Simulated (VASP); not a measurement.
Set up this calculation in VASP 6.6.1, as the native input.

* Task: relaxation of cell and atoms
* Functional: PBE
* Potentials or basis: VASP PAW PBE potentials, release 64 (Lu, F)
* Cutoff: 600 eV
* k mesh: 4 × 4 × 4
* Occupations: gaussian, width 0.1 eV
* Spin: no spin polarisation
* Dipole correction: no
* Further INCAR settings: ALGO = Normal; EDIFF = 1e-06; IBRION = 2; EDIFFG = -0.04; NSW = 90; ISIF = 3

The structure of LuF4 lies in POSCAR:

```
LuF4
1.0
    4.2291049900      0.0000000000      0.0000000000
    0.0000000000      4.2291049900      0.0000000000
    0.0000000000      0.0000000000      4.2291049900
Lu F
1 4
Direct
    0.0000000000      0.0000000000      0.0000000000
    0.5000000000      0.5000000000      0.5000000000
    0.0000000000      0.5000000000      0.5000000000
    0.5000000000      0.0000000000      0.5000000000
    0.5000000000      0.5000000000      0.0000000000
```

The cell was built from a structure type or drawn by symmetry, and may not be a known phase.

These files were run (other wordings do the same):

INCAR

```
SYSTEM = LuF4
PREC = Accurate
ENCUT = 600
EDIFF = 1E-6
ISMEAR = 0
SIGMA = 0.1
LREAL = .FALSE.
LASPH = .TRUE.
NELM = 80
ALGO = Normal
ISIF = 3
LWAVE = .FALSE.
LCHARG = .FALSE.
GGA = PE
IBRION = 2
NSW = 90
EDIFFG = -0.04
```

KPOINTS

```
Automatic mesh
0
G
  4 4 4
  0 0 0
```

Potentials or basis: VASP PAW PBE potentials, release 64 (Lu, F).

The run is started by

```sh
$ cat potpaw_PBE.64/Lu/POTCAR potpaw_PBE.64/F/POTCAR > POTCAR
$ mpirun -np 1 vasp_std > vasp.out
```

Results of the run:

| Item | Value |
| --- | --- |
| Relaxed volume | 12.61 Å³/atom |
| Relaxed cell | a = 3.980 Å, b = 3.980 Å, c = 3.980 Å, α = 90.00°, β = 90.00°, γ = 90.00° |
| Space group after relaxing (to 0.1 Å) | Pm-3m (No. 221) |
| Energy gained by relaxing | 103.7 meV/atom |
| Ionic steps | 3 |
| Pressure after relaxing | -0.2 GPa |
| Band gap on the k mesh | zero (an odd number of electrons rules out a gap without spin polarisation) |

Caveat: the k points lie up to 0.39 Å⁻¹ apart in the final cell, too coarse for converged energies and pressures of a metal; the volume moved by over 15 % at a fixed basis, so the end points are rough; spin-orbit coupling is left out, which moves the levels of the heavy elements; an odd number of electrons without spin polarisation forces a metal; a magnetic or distorted state may lie lower.

Run time: 2 min on 1 thread of Intel(R) Xeon(R) Platinum 8259CL CPU @ 2.50GHz (Skylake/Cascade Lake) (shared host), peak memory 0.23 GiB.
